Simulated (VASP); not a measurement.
Runs of VASP 6.6.1 on TiAl. The structure is that of space group Pm-3m (No. 221), or close to it. The cells are those of the table. 

```tsv
level	cell	smearing	gap on the mesh (eV)	pressure (GPa)
PBE	a = 3.200 Å, 2 atoms	fermi-dirac 0.05 eV	none	(b)
PBEsol	a = 3.157 Å, 2 atoms	fermi-dirac 0.05 eV	none	(c)
PBEsol	a = 3.200 Å, 2 atoms	fermi-dirac 0.05 eV	none	-4.4
r2SCAN	a = 3.158 Å, 2 atoms	fermi-dirac 0.05 eV	none	1.8
PBEsol	a = 3.022 Å, 2 atoms	fermi-dirac 0.05 eV	none	20.1
PBE	a = 3.179 Å, 2 atoms	gaussian 0.025 eV	none	0.7
PBE	a = 3.179 Å, 2 atoms	fermi-dirac 0.05 eV	none	0.8
r2SCAN	a = 3.114 Å, 2 atoms	fermi-dirac 0.05 eV	none	(a)
```

Alike in all rows: task single point; potentials or basis VASP PAW PBE potentials, release 64 (Ti_sv, Al); no spin polarisation; k mesh 8 × 8 × 8; cutoff (eV) 520.

**Question.** Estimate the missing entries.

**Answer.** (a) 7.7; (b) -1.3; (c) 0.0.

Caveats: the PAW data sets were made with another functional, which shifts forces and pressure a little (some runs).

A gap of «none» marks levels without a gap at the run's occupations.
